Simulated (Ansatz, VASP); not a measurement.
**One calculation of MgO, two programs**

POSCAR

```
MgO
1.0
   -0.8828303272      1.7656606544      1.7656606544
    1.7656606544     -0.8828303272      1.7656606544
    1.7656606544      1.7656606544     -0.8828303272
Mg O
1 1
Direct
    0.0000000000      0.0000000000      0.0000000000
    0.5000000000      0.5000000000      0.5000000000
```

The input INCAR.step1:

```
ALGO = Normal ; EDIFF = 1E-5
ENCUT = 920 ; GGA = PE
GGA_COMPAT = F ; ISMEAR = 0
LASPH = T ; LCHARG = F
LREAL = F ; LWAVE = T
NBANDS = 15 ; NELM = 120
PREC = Accurate ; SIGMA = 0.05
```

Contents of INCAR.step2:

```
ALGO = Normal ; EDIFF = 1E-6
ENCUT = 920 ; GGA_COMPAT = F
ISIF = 2 ; ISMEAR = 0
ISTART = 1 ; LASPH = T
LCHARG = T ; LELF = T
LMIXTAU = T ; LREAL = F
LVHAR = T ; LWAVE = F
METAGGA = R2SCAN ; NBANDS = 15
NELM = 120 ; PREC = Accurate
SIGMA = 0.05
```

The input KPOINTS:

```
k-points
0
Gamma
  10 10 10
```

Input for Ansatz:

```yaml
crystal:
  lattice:
    - [-0.8828303272, 1.7656606544, 1.7656606544]
    - [1.7656606544, -0.8828303272, 1.7656606544]
    - [1.7656606544, 1.7656606544, -0.8828303272]
  atoms:
    - { symbol: Mg, position: [0.0, 0.0, 0.0] }
    - { symbol: O, position: [0.5, 0.5, 0.5] }
basis:
  ecutwfc: 500
kpoints:
  mp_grid: { grid: [10, 10, 10] }
hamiltonian:
  xc: r2scan
scf:
  occupations: { method: gaussian, width: 0.05 }
output:
  forces: true
  stress: true
  eigenvalues: true
```

Alike in both runs: task single point; functional r2SCAN; k mesh 10 × 10 × 10; occupations gaussian, width 0.05 eV; no spin polarisation.

|  | VASP | Ansatz |
| --- | --- | --- |
| version | VASP 6.6.1 | Ansatz 0.2.0 |
| potentials or method | VASP PAW PBE potentials, release 64 (Mg_sv, O), cutoff 920 eV | scalar-relativistic, plane waves, PAW |
| valence electrons in the cell | 16 | 16 |

|  | VASP | Ansatz | Ansatz less VASP |
| --- | --- | --- | --- |
| gap on the k mesh at the Fermi level (eV) | 3.25 | 3.22 | -0.030 |
| least direct gap on the mesh (eV) | 4.27 | 4.24 | -0.030 |
| pressure (GPa) | -3.8 | -4.3 | -0.41 |

VASP's potentials were made for PBE, not for r2SCAN.
